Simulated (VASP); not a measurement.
# CdS (F-43m) in VASP: G0W0 quasiparticle levels with LDA

Aim: the G0W0 quasiparticle levels of CdS with LDA.

All numbers are computed with VASP 6.6.1; they aren't measurements. Logs are shortened: lines on timing, memory, paths and dates and some standing lists are left out, and cuts for length are marked.

### Step 1. The cell of the first run

Symmetry: F-43m, No. 216, cubic system. Conventional cell: a = 5.878 Å, b = 5.878 Å, c = 5.878 Å, α = 90.00°, β = 90.00°, γ = 90.00°. Within 3.4 Å of Cd (site symmetry -43m) lie 4 S at 2.55 Å. Within 3.4 Å of S (site symmetry -43m) lie 4 Cd at 2.55 Å.

### Step 2. G0W0 quasiparticle levels, LDA

File POSCAR:

```
CdS
1.0
    0.0000000000      2.9392148420      2.9392148420
    2.9392148420      0.0000000000      2.9392148420
    2.9392148420      2.9392148420      0.0000000000
Cd S
1 1
Direct
    0.0000000000      0.0000000000      0.0000000000
    0.2500000000      0.2500000000      0.2500000000
```

File INCAR.step1:

```
SYSTEM = CdS
  PREC = Accurate
  ENCUT = 500
  EDIFF = 1E-8
  ISMEAR = 0
  SIGMA = 0.01
  LREAL = .False.
  LASPH = .True.
  NELM = 60
  ALGO = Normal
  LWAVE = .True.
  LCHARG = .False.
```

File INCAR.step2:

```
SYSTEM = CdS
  PREC = Accurate
  ENCUT = 500
  EDIFF = 1E-8
  ISMEAR = 0
  SIGMA = 0.01
  LREAL = .False.
  LASPH = .True.
  NELM = 1
  ALGO = Exact
  LWAVE = .True.
  LCHARG = .False.
  NBANDS = 200
  LOPTICS = .True.
  ISTART = 1
```

File INCAR.step3:

```
SYSTEM = CdS
  PREC = Accurate
  ENCUT = 500
  EDIFF = 1E-8
  ISMEAR = 0
  SIGMA = 0.01
  LREAL = .False.
  LASPH = .True.
  ALGO = EVGW0
  LWAVE = .False.
  LCHARG = .False.
  NELMGW = 1
  NBANDS = 200
  ENCUTGW = 140.0
  NOMEGA = 96
  PRECFOCK = Fast
  ISTART = 1
  NBANDSGW = 17
  OMEGAMAX = 20
```

File KPOINTS:

```
Automatic mesh
0
Gamma
  4 4 4
  0 0 0
```

Potentials or basis: VASP PAW LDA potentials, release 64 (Cd_GW, S_GW).

On the command line:

```sh
$ cat potpaw_LDA.64/Cd_GW/POTCAR potpaw_LDA.64/S_GW/POTCAR > POTCAR
$ cp INCAR.step1 INCAR
$ mpirun -np 1 vasp_std > vasp.out
$ cp INCAR.step2 INCAR
$ mpirun -np 1 vasp_std > vasp.out
$ cp INCAR.step3 INCAR
$ mpirun -np 1 vasp_std > vasp.out
```

OUTCAR:

```text
SYSTEM = CdS
   PREC = Accurate
   ENCUT = 500
   EDIFF = 1E-8
   ISMEAR = 0
   LREAL = .False.
   LASPH = .True.
   NELMGW = 1
   ENCUTGW = 140.0
   PRECFOCK = Fast
   ISTART = 1

 ion  position               nearest neighbor table
   1  0.000  0.000  0.000-   2 2.55   2 2.55   2 2.55   2 2.55
   2  0.250  0.250  0.250-   1 2.55   1 2.55   1 2.55   1 2.55

  LATTYP: Found a face centered cubic cell.
 ALAT       =     5.8784296840

  Lattice vectors:

 A1 = (   0.0000000000,   2.9392148420,   2.9392148420)
 A2 = (   2.9392148420,   0.0000000000,   2.9392148420)
 A3 = (   2.9392148420,   2.9392148420,   0.0000000000)

Analysis of symmetry for initial positions (statically):
=====================================================================
 Subroutine PRICEL returns:
 Original cell was already a primitive cell.

 Routine SETGRP: Setting up the symmetry group for a
 face centered cubic supercell.

 Subroutine GETGRP returns: Found 24 space group operations
 (whereof 24 operations were pure point group operations)
 out of a pool of 48 trial point group operations.

The static configuration has the point symmetry T_d .

Analysis of symmetry for dynamics (positions and initial velocities):
=====================================================================
 Subroutine PRICEL returns:
 Original cell was already a primitive cell.

 Routine SETGRP: Setting up the symmetry group for a
 face centered cubic supercell.

 Subroutine GETGRP returns: Found 24 space group operations
 (whereof 24 operations were pure point group operations)
 out of a pool of 48 trial point group operations.

The dynamic configuration has the point symmetry T_d .

 Subroutine INISYM returns: Found 24 space group operations
 (whereof 24 operations are pure point group operations),
 and found     1 'primitive' translations

----------------------------------------------------------------------------------------

                                     Primitive cell

  volume of cell :      50.7837

  direct lattice vectors                    reciprocal lattice vectors
     0.000000000  2.939214842  2.939214842    -0.170113458  0.170113458  0.170113458
     2.939214842  0.000000000  2.939214842     0.170113458 -0.170113458  0.170113458
     2.939214842  2.939214842  0.000000000     0.170113458  0.170113458 -0.170113458

  length of vectors
     4.156677492  4.156677492  4.156677492     0.294645152  0.294645152  0.294645152

  position of ions in fractional coordinates (direct lattice)
     0.000000000  0.000000000  0.000000000
     0.250000000  0.250000000  0.250000000

  ion indices of the primitive-cell ions
   primitive index   ion index
                 1           1
                 2           2

----------------------------------------------------------------------------------------

 KPOINTS: Automatic mesh

Automatic generation of k-mesh.
 Grid dimensions read from file:
 generate k-points for:    4    4    4

 Generating k-lattice:

  Cartesian coordinates                     Fractional coordinates (reciprocal lattice)
    -0.042528364  0.042528364  0.042528364     0.250000000  0.000000000  0.000000000
     0.042528364 -0.042528364  0.042528364     0.000000000  0.250000000  0.000000000
     0.042528364  0.042528364 -0.042528364     0.000000000  0.000000000  0.250000000

  Length of vectors
     0.073661288  0.073661288  0.073661288

  Shift w.r.t. Gamma in fractional coordinates (k-lattice)
     0.000000000  0.000000000  0.000000000

 Subroutine IBZKPT returns following result:
 ===========================================

 Found      8 irreducible k-points:

 Following reciprocal coordinates:
            Coordinates               Weight
  0.000000  0.000000  0.000000      1.000000
  0.250000  0.000000  0.000000      8.000000
  0.500000  0.000000  0.000000      4.000000
  0.250000  0.250000  0.000000      6.000000
  0.500000  0.250000  0.000000     24.000000
 -0.250000  0.250000  0.000000     12.000000
  0.500000  0.500000  0.000000      3.000000
 -0.250000  0.500000  0.250000      6.000000
   k-points           NKPTS =      8   k-points in BZ     NKDIM =     64   number of bands    NBANDS=    200
   number of dos      NEDOS =    301   number of ions     NIONS =      2
   total plane-waves  NPLWV =  27000
   dimension x,y,z NGX =    30 NGY =   30 NGZ =   30
   dimension x,y,z NGXF=    60 NGYF=   60 NGZF=   60
   ions per type =               1   1
   NGX,Y,Z   is equivalent  to a cutoff of  12.00, 12.00, 12.00 a.u.
   NGXF,Y,Z  is equivalent  to a cutoff of  24.00, 24.00, 24.00 a.u.
 SYSTEM =  CdS
   PREC   = accura    normal or accurate (medium, high low for compatibility)
   ISTART =      1    job   : 0-new  1-cont  2-samecut
   ICHARG =      0    charge: 1-file 2-atom 10-const
   ISPIN  =      1    spin polarized calculation?
   LNONCOLLINEAR =      F non collinear calculations
   LSORBIT =      F    spin-orbit coupling
   LASPH  =      T    aspherical Exc in radial PAW
   ENCUT  =  500.0 eV  36.75 Ry    6.06 a.u.   7.58  7.58  7.58*2*pi/ulx,y,z
   NELM   =     60;   NELMIN=  2; NELMDL=  0     # of ELM steps
   EDIFF  = 0.1E-07   stopping-criterion for ELM
   LREAL  =      F    real-space projection
   EDIFFG = 0.1E-06   stopping-criterion for IOM
   NSW    =      0    number of steps for IOM
   IBRION =     -1    ionic relax: 0-MD 1-quasi-New 2-CG
   NFREE  =      0    steps in history (QN), initial steepest desc. (CG)
   ISIF   =      0    stress and relaxation
   ISYM   =      3    0-nonsym 1-usesym 2-fastsym
   POTIM  = 0.5000    time-step for ionic-motion
   TEBEG  =    0.0;   TEEND  =   0.0 temperature during run
   PSTRESS=    0.0 pullay stress
   NELECT =      18.0000    total number of electrons
   NUPDOWN=      -1.0000    fix difference up-down
   EMIN   =  10.00;   EMAX   =-10.00  energy-range for DOS
   EFERMI =   0.00;   METHOD = LEGACY
   ISMEAR =     0;   SIGMA  =   0.01  broadening in eV -4-tet -1-fermi 0-gaus
   EFERMI_NEDOS =   21; number of points for ismear=-14 and -15
   IALGO  =     38    algorithm
   IMIX   =      4    mixing-type and parameters
     AMIX     =   0.40;   BMIX     =  1.00
     AMIX_MAG =   1.60;   BMIX_MAG =  1.00
  volume/ion in A,a.u.               =      25.39       171.35
  Fermi-wavevector in a.u.,A,eV,Ry     =   1.158575  2.189390 18.263062  1.342297
  Thomas-Fermi vector in A             =   2.295176
   LORBIT       =      0    0 simple, 1 ext, 2 COOP (PROOUT), +10 PAW based schemes
   GGA     = CA    functional components
   LHFCALC =     T    Hartree Fock is set to
   PRECFOCK=fast      Normal, Fast or Accurate (Low or Medium for compatibility)
   ENCUT4O =  -1.0   cutoff for four orbital integrals eV
   NKREDX  =     1    reduce k-point grid by
   NKREDY  =     1    reduce k-point grid by
   NKREDZ  =     1    reduce k-point grid by
   AEXX    =    1.0000 exact exchange contribution
   HFSCREEN=    0.0000 screening length (either q_TF or 0.3 A-1)
   HFSCREENC=   0.0000 screening length for correlation (either q_TF or 0.3 A-1)
   ENCUTFOCK=  -1.0 apply spherical cutoff to Coloumb kernel
   IVDW    =     0    specifies the selected vdW correction
   LEPSILON=     F    determine dielectric tensor
   LRPA    =     F    only Hartree local field effects (RPA)
   LRPAFORCE           =     F    calculate RPA forces
   ENCUTGW             = 140.0    cutoff for response function in eV
   ENCUTGWSOFT         = 112.0    soft cutoff for Coulomb kernel in GW response function in eV
   ENCUTLF             =  -1.0    cutoff for local field effects
   NELMGW              =     1    number of iterations in solving QP/BSE equation
   NELMHF              =     1    number of iterations in the inner HF iteration
   NKREDLFX            =     1    NKREDLFY  =   1   NKREDLFZ  =   1
 non-spin polarized calculation
 Gauss-broadening in eV      SIGMA  =   0.01
  energy-cutoff  :      500.00
  volume of cell :       50.78
 maximum number of plane-waves:      1308
  NGX = 18; NGY = 18; NGZ = 18
   NGX = 15   NGY = 15   NGZ = 15
 maximum number of plane-waves:       200
 NGX is ok and might be reduce to    18

 QP shifts <psi_nk| G(iteration)W_0 |psi_nk>: iteration 1
 for sc-GW calculations column KS-energies equals QP-energies in previous step
 and V_xc(KS)=  KS-energies - (<T + V_ion + V_H > + <T+V_H+V_ion>^1  + <V_x>^1)

 k-point   1 :       0.0000    0.0000    0.0000
  band No.  KS-energies  QP-energies   sigma(KS)   V_xc(KS)     V^pw_x(r,r')   Z            occupation Imag(sigma)

      1      -9.9890     -10.2629     -13.5077     -13.0404     -20.7960       0.5860       2.0000       0.9817
      2      -5.4915      -7.1342     -17.6490     -15.2256     -22.8665       0.6778       2.0000       0.1648
      3      -5.4915      -7.1342     -17.6490     -15.2256     -22.8665       0.6778       2.0000       0.1648
      4      -5.4915      -7.1342     -17.6490     -15.2256     -22.8665       0.6778       2.0000       0.1648
      5      -5.0404      -6.8257     -18.1181     -15.5257     -23.1769       0.6887       2.0000       0.1044
      6      -5.0404      -6.8257     -18.1181     -15.5257     -23.1769       0.6887       2.0000       0.1044
[... 9 lines left out ...]
     16      13.4992      13.9977     -10.1617     -10.8569      -4.8548       0.7171       0.0000      -0.2789
     17      15.1349      15.3053      -7.4901      -7.7243      -2.1073       0.7276       0.0000      -0.4357

 k-point   2 :       0.2500    0.0000    0.0000
  band No.  KS-energies  QP-energies   sigma(KS)   V_xc(KS)     V^pw_x(r,r')   Z            occupation Imag(sigma)

      1      -9.7770     -10.0962     -13.8198     -13.2946     -21.0172       0.6077       2.0000       0.9754
      2      -5.4241      -7.0772     -17.7213     -15.2816     -22.9271       0.6776       2.0000       0.1605
      3      -5.4241      -7.0772     -17.7213     -15.2816     -22.9271       0.6776       2.0000       0.1605
      4      -5.2560      -6.8627     -17.4322     -15.0681     -22.5702       0.6796       2.0000       0.1753
      5      -5.0366      -6.8236     -18.1171     -15.5268     -23.1821       0.6899       2.0000       0.1062
      6      -5.0366      -6.8236     -18.1171     -15.5268     -23.1821       0.6899       2.0000       0.1062
[... 9 lines left out ...]
     16      13.1137      13.2987      -7.2967      -7.5479      -2.1146       0.7365       0.0000      -0.3252
     17      16.7103      17.0934      -8.5282      -9.0464      -2.6564       0.7394       0.0000      -0.6246

 k-point   3 :       0.5000    0.0000    0.0000
  band No.  KS-energies  QP-energies   sigma(KS)   V_xc(KS)     V^pw_x(r,r')   Z            occupation Imag(sigma)
[... 85 lines left out ...]
      1      -9.4344      -9.8402     -14.4105     -13.7733     -21.4724       0.6369       2.0000       0.9383
      2      -5.2909      -6.9752     -17.4819     -15.0233     -22.5398       0.6851       2.0000       0.1462
      3      -5.1624      -6.8841     -18.0720     -15.5600     -23.2495       0.6854       2.0000       0.1461
      4      -5.1624      -6.8841     -18.0720     -15.5600     -23.2495       0.6854       2.0000       0.1461
      5      -4.9576      -6.7612     -18.2190     -15.6134     -23.2927       0.6922       2.0000       0.1037
      6      -4.6102      -6.2358     -17.7270     -15.3667     -22.7886       0.6887       2.0000       0.1541
[... 9 lines left out ...]
     16      15.2889      15.8341     -10.4212     -11.1741      -4.6549       0.7241       0.0000      -0.4651
     17      15.2889      15.8341     -10.4212     -11.1741      -4.6549       0.7241       0.0000      -0.4651

 k-point   8 :      -0.2500    0.5000    0.2500
  band No.  KS-energies  QP-energies   sigma(KS)   V_xc(KS)     V^pw_x(r,r')   Z            occupation Imag(sigma)

      1      -9.4360      -9.8328     -14.3988     -13.7729     -21.4749       0.6338       2.0000       0.9344
      2      -5.2714      -6.9539     -17.7195     -15.2559     -22.8528       0.6829       2.0000       0.1522
      3      -5.2568      -6.9746     -17.9498     -15.4414     -23.1256       0.6848       2.0000       0.1461
      4      -5.0791      -6.8502     -18.1113     -15.5398     -23.2159       0.6888       2.0000       0.1218
      5      -5.0326      -6.8046     -18.0581     -15.4855     -23.1271       0.6888       2.0000       0.1123
      6      -4.4310      -6.0850     -18.0613     -15.6688     -23.1332       0.6913       2.0000       0.1474
[... 9 lines left out ...]
     16      15.1654      15.7679     -11.0115     -11.8480      -5.0639       0.7203       0.0000      -0.5099
     17      15.2852      15.8606     -10.1463     -10.9467      -4.2433       0.7188       0.0000      -0.4725
```

Run time: 4.5 min. Hardware: 1 thread of AMD EPYC 9R45 (Zen 5), shared host; peak memory 0.55 GiB.

What came out:

* Quasiparticle gap: 1.72 eV
* Least direct quasiparticle gap: 1.72 eV
* Band gap of the starting levels on the mesh: 0.82 eV
* Least direct gap of the starting levels on the mesh: 0.82 eV

Caveat: the k points lie up to 0.46 Å⁻¹ apart; bands, screening cutoff and mesh are small and nothing is extrapolated, so the quasiparticle values aren't converged; the structure was generated, so it needn't be the stable form of CdS.
